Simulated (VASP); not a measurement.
# Be (P6/mmm) in VASP: notebook, part 2 of 2

VASP 6.6.1. The steps go on from the part before.

**3. Single point, PBEsol**

This run uses another cell than the first one, of 7.99 Å³/atom.

The input, INCAR:

```
SYSTEM = Be
PREC = Accurate ; ENCUT = 520
EDIFF = 1E-6 ; ISMEAR = -1
SIGMA = 0.1 ; LREAL = .FALSE.
LASPH = .TRUE. ; NELM = 60
ALGO = Normal ; ISIF = 2
LWAVE = .FALSE. ; LCHARG = .TRUE.
GGA = PS ; LELF = .TRUE.
LVHAR = .TRUE. ; NBANDS = 10
```

The input, KPOINTS:

```
Automatic mesh
0
G
  13 13 19
  0 0 0
```

The input, POSCAR:

```
Be
1.0
    3.5608267865      0.0000000000      0.0000000000
   -1.7804133932      3.0837664556      0.0000000000
    0.0000000000      0.0000000000      2.1833950715
Be
3
Direct
    1.0000000000      1.0000000000      1.0000000000
    0.3333333333      0.6666666667      0.5000000000
    0.6666666667      0.3333333333      0.5000000000
```

Potentials or basis: VASP PAW PBE potentials, release 64 (Be).

Run with:

```console
cat potpaw_PBE.64/Be/POTCAR > POTCAR
mpirun -np 1 vasp_std > vasp.out
```

OUTCAR:

```text
SYSTEM = Be
   PREC = Accurate
   ENCUT = 520
   EDIFF = 1E-6
   ISMEAR = -1
   LREAL = .FALSE.
   LASPH = .TRUE.
   NELM = 60
   ISIF = 2
   GGA = PS

 ion  position               nearest neighbor table
   1  0.000  0.000  0.000-   2 2.33   3 2.33   2 2.33   3 2.33   2 2.33   2 2.33   3 2.33   3 2.33
                             3 2.33   3 2.33   2 2.33   2 2.33
   2  0.333  0.667  0.500-   3 2.06   3 2.06   3 2.06   1 2.33   1 2.33   1 2.33   1 2.33   1 2.33
                             1 2.33
   3  0.667  0.333  0.500-   2 2.06   2 2.06   2 2.06   1 2.33   1 2.33   1 2.33   1 2.33   1 2.33
                             1 2.33

  LATTYP: Found a hexagonal cell.
 ALAT       =     3.5608267865
 C/A-ratio  =     0.6131708175

  Lattice vectors:

 A1 = (   3.5608267865,   0.0000000000,   0.0000000000)
 A2 = (  -1.7804133932,   3.0837664556,   0.0000000000)
 A3 = (   0.0000000000,   0.0000000000,   2.1833950715)

Analysis of symmetry for initial positions (statically):
=====================================================================
 Subroutine PRICEL returns:
 Original cell was already a primitive cell.

 Routine SETGRP: Setting up the symmetry group for a
 hexagonal supercell.

 Subroutine GETGRP returns: Found 24 space group operations
 (whereof 24 operations were pure point group operations)
 out of a pool of 24 trial point group operations.

The static configuration has the point symmetry D_6h.

Analysis of symmetry for dynamics (positions and initial velocities):
=====================================================================
 Subroutine PRICEL returns:
 Original cell was already a primitive cell.

 Routine SETGRP: Setting up the symmetry group for a
 hexagonal supercell.

 Subroutine GETGRP returns: Found 24 space group operations
 (whereof 24 operations were pure point group operations)
 out of a pool of 24 trial point group operations.

The dynamic configuration has the point symmetry D_6h.

 Subroutine INISYM returns: Found 24 space group operations
 (whereof 24 operations are pure point group operations),
 and found     1 'primitive' translations

----------------------------------------------------------------------------------------

                                     Primitive cell

  volume of cell :      23.9753

  direct lattice vectors                    reciprocal lattice vectors
     3.560826786  0.000000000  0.000000000     0.280833655  0.162139386  0.000000000
    -1.780413393  3.083766456  0.000000000     0.000000000  0.324278772  0.000000000
     0.000000000  0.000000000  2.183395072     0.000000000  0.000000000  0.458002316

  length of vectors
     3.560826786  3.560826786  2.183395072     0.324278772  0.324278772  0.458002316

  position of ions in fractional coordinates (direct lattice)
     0.000000000  0.000000000  0.000000000
     0.333333333  0.666666667  0.500000000
     0.666666667  0.333333333  0.500000000

  ion indices of the primitive-cell ions
   primitive index   ion index
                 1           1
                 2           2
                 3           3

----------------------------------------------------------------------------------------

[... 31 lines left out ...]
  0.384615  0.000000  0.000000      6.000000
[... 16 lines left out ...]
  0.076923  0.000000  0.052632     12.000000
  0.153846  0.000000  0.052632     12.000000
 [... further k-points ...]
   k-points           NKPTS =    210   k-points in BZ     NKDIM =    210   number of bands    NBANDS=     10
   number of dos      NEDOS =    301   number of ions     NIONS =      3
   total plane-waves  NPLWV =  12544
   dimension x,y,z NGX =    28 NGY =   28 NGZ =   16
   dimension x,y,z NGXF=    56 NGYF=   56 NGZF=   32
   ions per type =               3
   NGX,Y,Z   is equivalent  to a cutoff of  13.07, 13.07, 12.18 a.u.
   NGXF,Y,Z  is equivalent  to a cutoff of  26.14, 26.14, 24.37 a.u.
 SYSTEM =  Be
   PREC   = accura    normal or accurate (medium, high low for compatibility)
   ISTART =      0    job   : 0-new  1-cont  2-samecut
   ICHARG =      2    charge: 1-file 2-atom 10-const
   ISPIN  =      1    spin polarized calculation?
   LNONCOLLINEAR =      F non collinear calculations
   LSORBIT =      F    spin-orbit coupling
   LASPH  =      T    aspherical Exc in radial PAW
   ENCUT  =  520.0 eV  38.22 Ry    6.18 a.u.   6.62  6.62  4.06*2*pi/ulx,y,z
   NELM   =     60;   NELMIN=  2; NELMDL= -5     # of ELM steps
   EDIFF  = 0.1E-05   stopping-criterion for ELM
   LREAL  =      F    real-space projection
   EDIFFG = 0.1E-04   stopping-criterion for IOM
   NSW    =      0    number of steps for IOM
   IBRION =     -1    ionic relax: 0-MD 1-quasi-New 2-CG
   NFREE  =      0    steps in history (QN), initial steepest desc. (CG)
   ISIF   =      2    stress and relaxation
   ISYM   =      2    0-nonsym 1-usesym 2-fastsym
   POTIM  = 0.5000    time-step for ionic-motion
   TEBEG  =    0.0;   TEEND  =   0.0 temperature during run
   PSTRESS=    0.0 pullay stress
   NELECT =       6.0000    total number of electrons
   NUPDOWN=      -1.0000    fix difference up-down
   EMIN   =  10.00;   EMAX   =-10.00  energy-range for DOS
   EFERMI =   0.00;   METHOD = LEGACY
   ISMEAR =    -1;   SIGMA  =   0.10  broadening in eV -4-tet -1-fermi 0-gaus
   EFERMI_NEDOS =   21; number of points for ismear=-14 and -15
   IALGO  =     38    algorithm
   IMIX   =      4    mixing-type and parameters
     AMIX     =   0.40;   BMIX     =  1.00
     AMIX_MAG =   1.60;   BMIX_MAG =  1.00
  volume/ion in A,a.u.               =       7.99        53.93
  Fermi-wavevector in a.u.,A,eV,Ry     =   1.031661  1.949557 14.481014  1.064325
  Thomas-Fermi vector in A             =   2.165820
   LORBIT       =      0    0 simple, 1 ext, 2 COOP (PROOUT), +10 PAW based schemes
   GGA     = PS    functional components
   LHFCALC =     F    Hartree Fock is set to
   AEXX    =    0.0000 exact exchange contribution
   IVDW    =     0    specifies the selected vdW correction
   LEPSILON=     F    determine dielectric tensor
   LRPA    =     F    only Hartree local field effects (RPA)
 non-spin polarized calculation
  energy-cutoff  :      520.00
  volume of cell :       23.98
 maximum number of plane-waves:       674
 NGX is ok and might be reduce to    28
   NGX = 13   NGY = 13   NGZ =  9

 number of electron       6.0000000 magnetization

 Free energy of the ion-electron system (eV)
  ---------------------------------------------------
  ext. energy  EPLUGINS =         0.00000000
  ---------------------------------------------------
  free energy    TOTEN  =       -11.43734530 eV

  energy without entropy =      -11.41933665  energy(sigma->0) =      -11.42834098

 E-fermi :   7.5468     XC(G=0): -10.5755

 val. band max:        7.5396520018   @ k =   0.0000   0.0000   0.2105
 cond. band min:       7.5542290845   @ k =   0.3077   0.0000   0.3158
 fundamental gap:      0.0145770827
 Fermi energy:         7.5468186109

 k-point     1 :       0.0000    0.0000    0.0000
  band No.  band energies     occupation
      1      -4.3547      2.00000
      2       6.2901      1.99999
      3       6.2901      1.99999
      4       6.5095      1.99994
      5       6.5095      1.99994
      6      13.0547      0.00000
      7      13.2865      0.00000
      8      18.2634      0.00000
      9      26.8467      0.00000
     10      26.8955      0.00000
[... 287 lines left out ...]
 k-point    24 :       0.1538    0.0000    0.0526
  band No.  band energies     occupation
      1      -4.0159      2.00000
      2       3.8363      2.00000
      3       4.4913      2.00000
      4       8.0210      0.01729
      5       9.1743      0.00000
      6      13.8506      0.00000
      7      14.3338      0.00000
      8      18.1957      0.00000
      9      25.5275      0.00000
     10      25.8336      0.00000

 [... further k-points ...]

------------------------ aborting loop because EDIFF is reached ----------------------------------------

  FORCE on cell =-STRESS in cart. coord.  units (eV):
  Direction    XX          YY          ZZ          XY          YZ          ZX
  --------------------------------------------------------------------------------------
  -------------------------------------------------------------------------------------
  Total        0.0369023      0.0369023      0.1255483      0.0000000      0.0000000     -0.0000000
  in kB        2.4660331      2.4660331      8.3899012      0.0000000      0.0000000     -0.0000000
  external PRESSURE =       4.4406558 kB  Pullay stress =       0.0000000 kB

 VOLUME and BASIS-vectors are now :
 -----------------------------------------------------------------------------
  energy-cutoff  :      520.00
  volume of cell :       23.98
      direct lattice vectors                 reciprocal lattice vectors
     3.560826786  0.000000000  0.000000000     0.280833655  0.162139386  0.000000000
    -1.780413393  3.083766456  0.000000000     0.000000000  0.324278772  0.000000000
     0.000000000  0.000000000  2.183395072     0.000000000  0.000000000  0.458002316

 POSITION                                       TOTAL-FORCE (eV/Angst)
 -----------------------------------------------------------------------------------
      0.00000      0.00000      0.00000         0.000000      0.000000     -0.000000
     -0.00000      2.05584      1.09170        -0.000000      0.000000     -0.000000
      1.78041      1.02792      1.09170         0.000000      0.000000      0.000000
 -----------------------------------------------------------------------------------
    total drift:                                0.000000     -0.000000     -0.000000

  FREE ENERGIE OF THE ION-ELECTRON SYSTEM (eV)
  ---------------------------------------------------
  free  energy   TOTEN  =       -11.4373452960 eV

  energy  without entropy=      -11.4193366544  energy(sigma->0) =      -11.42834098
```

Wall time 45 s (1 thread of Intel Xeon 8259CL, shared host); peak memory 0.16 GiB.

What came out:

```yaml
Free_energy: -11.4373 eV
Pressure: 0.4 GPa
Band_gap_on_the_k_mesh: zero (bands 3 and 4 overlap by 4.73 eV)
```

Stress tensor (GPa, compression positive):
```
0.25 0.00 0.00
0.00 0.25 0.00
0.00 0.00 0.84
```

Caveat: the PAW data sets were made with another functional, which shifts forces and pressure a little.

**4. Relaxation of cell and atoms, PBEsol**

This run uses another cell than the first one, of 8.11 Å³/atom.

The input, INCAR:

```
PREC = Accurate
ENCUT = 600
EDIFF = 1E-6
ISMEAR = -1
SIGMA = 0.1
LREAL = F
LASPH = T
NELM = 100
ALGO = Normal
ISIF = 3
LWAVE = F
LCHARG = F
GGA = PS
IBRION = 2
NSW = 80
EDIFFG = -0.01
```

The input, KPOINTS:

```
regular mesh
0
Gamma
  10 10 14
```

The input, POSCAR:

```
Be
1.0
    3.5790237631      0.0000000000      0.0000000000
   -1.7895118815      3.0995254996      0.0000000000
    0.0000000000      0.0000000000      2.1939415668
Be
3
Direct
    0.0000000000      0.0000000000      0.0000000000
    0.3333333333      0.6666666667      0.5000000000
    0.6666666667      0.3333333333      0.5000000000
```

Run with:

```console
cat potpaw_PBE.64/Be/POTCAR > POTCAR
mpirun -np 1 vasp_std > vasp.out
```

Run time: 45 s. Hardware: 1 thread of Intel Xeon 8259CL, shared host; peak memory 0.15 GiB.

The run converged. Its results:

```
Free energy                           : -11.4380 eV
Relaxed volume                        : 8.01 Å³/atom
Relaxed cell                          : a = 3.564 Å, b = 3.564 Å, c = 2.186 Å, α = 90.00°, β = 90.00°, γ = 120.00°
Space group after relaxing (to 0.1 Å) : P6/mmm (No. 191)
Energy gained by relaxing             : 0.4 meV/atom
Ionic steps                           : 5
Pressure after relaxing               : 0.0 GPa
Band gap on the k mesh                : zero (bands 3 and 4 overlap by 4.79 eV)
```

Stress tensor (GPa, compression positive):
```
 0.05  0.00  0.00
 0.00  0.05  0.00
 0.00  0.00 -0.04
```

The path:
```csv
step,energy change (eV),largest force (eV/Å),pressure (GPa),volume (Å³)
1,0.0000,0.0000,-1.39,24.34
2,-0.0012,0.0000,-0.21,24.09
3,-0.0013,0.0000,-0.03,24.06
4,-0.0013,0.0000,0.00,24.05
5,-0.0013,0.0000,0.02,24.04
```

Final structure:
```
CELL_PARAMETERS angstrom
3.56400 0.00000 0.00000
-1.78200 3.08652 0.00000
0.00000 0.00000 2.18555
ATOMIC_POSITIONS crystal
Be 0.00000 0.00000 0.00000
Be 0.33333 0.66667 0.50000
Be 0.66667 0.33333 0.50000
```

Levels at points of the mesh, in eV from the Fermi level:
| k point | band 1 | band 2 | band 3 | band 4 | band 5 | band 6 |
| --- | --- | --- | --- | --- | --- | --- |
| (0.00, 0.00, 0.00) | -11.89 | -1.25 | -1.25 | -1.03 | -1.03 | 5.49 |
| (0.50, 0.00, 0.00) | -9.02 | -8.96 | -4.96 | 0.59 | 9.70 | 10.12 |
| (0.00, 0.00, 0.50) | -6.50 | -5.64 | 3.76 | 3.76 | 4.31 | 5.94 |
| (0.50, 0.00, 0.50) | -4.46 | -4.39 | -1.82 | -0.51 | 1.35 | 3.82 |

Caveat: the PAW data sets were made with another functional, which shifts forces and pressure a little.

**5. The runs side by side**

```csv
task,cell,k mesh,cutoff (eV),gap on the mesh (eV),pressure (GPa)
single point,"a = 3.698, b = 3.698, c = 2.267 Å, angles 90.0, 90.0, 120.0°, 3 atoms",12 × 12 × 16,520,none,-10.7
single point,"a = 3.561, b = 3.561, c = 2.183 Å, angles 90.0, 90.0, 120.0°, 3 atoms",13 × 13 × 19,520,none,0.4
relaxation of cell and atoms,"relaxed from a = 3.579, b = 3.579, c = 2.194 Å, angles 90.0, 90.0, 120.0°, 3 atoms",10 × 10 × 14,600,none,0.0
```

Alike in all rows: level PBEsol; potentials or basis VASP PAW PBE potentials, release 64 (Be); no spin polarisation; smearing fermi-dirac 0.1 eV.

Caveats: the PAW data sets were made with another functional, which shifts forces and pressure a little; the cell stands under tension (at least some runs).

Total energies depend on the potentials used, so only differences within one code and one set of settings carry meaning.
